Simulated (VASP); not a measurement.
# HfSi2N2: single point with PBE

The system is HfSi2N2.

```
Hf Si N
1.0
     0.00000    2.47720    5.46061
     2.45020    0.00000    5.46061
     2.45020    2.47720    0.00000
Hf Si N
1 2 2
Cartesian
  0.0000 0.0000 0.0000
  3.6753 3.7158 8.1909
  1.2251 1.2386 2.7303
  2.4502 2.4772 3.9447
  2.4502 2.4772 6.9765
```

The cell was generated, and may not be a known phase.

```yaml
Program: VASP 6.6.1
Task: single point
Functional: PBE
Potentials_or_basis: VASP PAW PBE potentials, release 64 (Hf_pv, Si, N)
Cutoff: 520 eV
k_mesh: 6 × 6 × 6
Occupations: gaussian, width 0.1 eV
Spin: no spin polarisation
```

```
Pressure               : -6.6 GPa
Largest force          : 0.119 eV/Å
Band gap on the k mesh : zero (bands 14 and 15 overlap by 1.88 eV)
```

Forces on the atoms (eV/Å):
```
Hf   0.000  0.000  0.000
Si   0.000  0.000  0.000
Si   0.000  0.000  0.000
N    0.000  0.000  0.119
N    0.000  0.000 -0.119
```

Stress tensor (GPa, compression positive):
```
 -3.12   0.00   0.00
  0.00  -0.72   0.00
  0.00   0.00 -16.07
```

Levels at points of the mesh, in eV from the Fermi level:
```csv
k point,band 12,band 13,band 14,band 15,band 16,band 17
"(0.00, 0.00, 0.00)",-3.65,-1.72,-1.65,-1.55,0.72,2.28
"(0.50, 0.00, 0.00)",-2.09,-1.01,-0.79,0.43,1.04,1.56
"(0.50, 0.50, 0.00)",-3.21,-2.74,-0.91,0.44,0.60,2.25
"(0.50, 0.00, 0.50)",-2.52,-0.28,0.09,0.38,1.89,2.13
"(0.00, 0.50, 0.50)",-2.56,-0.23,0.02,0.52,1.92,2.21
```

Run time: 46 s on 1 thread of Intel(R) Xeon(R) 6975P-C (Granite Rapids) (shared host), peak memory 0.28 GiB.

Caveat: the stress differs along the axes, from -16 to -1 GPa; spin-orbit coupling is left out, which moves the levels of the heavy elements.
